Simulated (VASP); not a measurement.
Input of a VASP 6.6.1 run:

INCAR

```
PREC = Accurate
ENCUT = 500
EDIFF = 1E-6
ISMEAR = 0
SIGMA = 0.1
LREAL = F
LASPH = T
NELM = 200
ALGO = Normal
ISIF = 2
LWAVE = F
LCHARG = F
GGA = PE
NBANDS = 36
GGA_COMPAT = F
LMAXMIX = 6
```

Contents of KPOINTS:

```
Automatic mesh
0
Gamma
  6 6 2
```

The input POSCAR:

```
DyGe3P
1.0
    3.6390464904      0.0000000000      0.0000000000
    0.0000000000      3.6390464904      0.0000000000
    0.0000000000      0.0000000000      8.0331732606
Dy Ge P
1 3 1
Direct
    0.0000000000      0.0000000000      0.0000000000
    0.5000000000      0.5000000000      0.8014829276
    0.5000000000      0.5000000000      0.1985170724
    0.0000000000      0.0000000000      0.5000000000
    0.5000000000      0.5000000000      0.5000000000
```

Potentials or basis: VASP PAW PBE potentials, release 64 (Dy_3, Ge_d, P), 4f in core.

The run is started by

```bash
$ cat potpaw_PBE.64/Dy_3/POTCAR potpaw_PBE.64/Ge_d/POTCAR potpaw_PBE.64/P/POTCAR > POTCAR
$ mpirun -np 1 vasp_std > vasp.out
```

**Question.** Predict the pressure.

**Answer.** 0.1 GPa.

**Question.** Estimate the band gap on the k mesh.

**Answer.** Zero (bands 28 and 29 overlap by 3.06 eV).

Forces on the atoms (eV/Å):
```
Dy   0.000  0.000  0.000
Ge   0.000  0.000 -0.042
Ge   0.000  0.000  0.042
Ge   0.000  0.000  0.000
P    0.000  0.000  0.000
```

Caveat: the k points lie up to 0.39 Å⁻¹ apart, too coarse for converged energies and pressures of a metal; spin-orbit coupling is left out, which moves the levels of the heavy elements; the 4f electrons are frozen in the core, so they carry no moment and show no levels. Spin polarisation is off, so any magnetic state and its effect on volume and gap are missing.
